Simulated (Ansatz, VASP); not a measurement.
## MnO: VASP beside Ansatz

```
CELL_PARAMETERS angstrom
3.37170 0.00000 0.00000
-1.68585 2.91998 0.00000
0.00000 0.00000 5.38550
ATOMIC_POSITIONS crystal
Mn 0.33333 0.66667 0.01096
Mn 0.66667 0.33333 0.51096
O 0.33333 0.66667 0.37547
O 0.66667 0.33333 0.87547
```

Alike in both runs: task single point; functional r2SCAN; k mesh 9 × 9 × 5; occupations fermi-dirac, width 0.05 eV; no spin polarisation.

```csv
,VASP,Ansatz
version,VASP 6.6.1,Ansatz 0.2.0
potentials or method,"VASP PAW PBE potentials, release 64 (Mn_pv, O), cutoff 520 eV",PAW plane waves
valence electrons in the cell,38,42
```

|  | VASP | Ansatz | Ansatz less VASP |
| --- | --- | --- | --- |
| rms of the force components (eV/Å) | 0.286 | 0.281 | -0.0054 |

VASP's potentials were made for PBE, not for r2SCAN. Atom by atom the forces differ by 0.005 eV/Å (rms over components). VASP's potentials hold 38 valence electrons a cell and Ansatz's 42, so a difference there can come from the potentials and not from the codes.
